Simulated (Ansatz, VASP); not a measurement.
## Ge: VASP beside Ansatz

```
Ge
1.0
    -2.46217    2.61504    1.41753
     2.46217   -2.61504    1.41753
     2.46217    2.61504   -1.41753
Ge
2
Direct
  0.68594 0.93594 0.75000
  0.31406 0.06406 0.25000
```

Change from the starting cell: functional pbesol, volume scaled by 0.96.

Alike in both runs: task single point; functional PBEsol; k mesh 15 × 15 × 15; occupations fermi-dirac, width 0.03 eV; no spin polarisation.

|  | VASP | Ansatz |
| --- | --- | --- |
| version | VASP 6.6.1 | Ansatz 0.2.0 |
| potentials or method | VASP PAW PBE potentials, release 64 (Ge_d), cutoff 500 eV | all-electron LAPW, scalar-relativistic |

```tsv
	VASP	Ansatz	Ansatz less VASP
pressure (GPa)	0.3	0.5	+0.19
traceless stress, the component that is largest in VASP (GPa)	-0.81	-0.79	+0.022
rms of the force components (eV/Å)	0.026	0.025	-0.0005
```

VASP's potentials were made for PBE, not for PBEsol. Atom by atom the forces differ by 0.000 eV/Å (rms over components). Ansatz ran all-electron here, and VASP with PAW potentials.
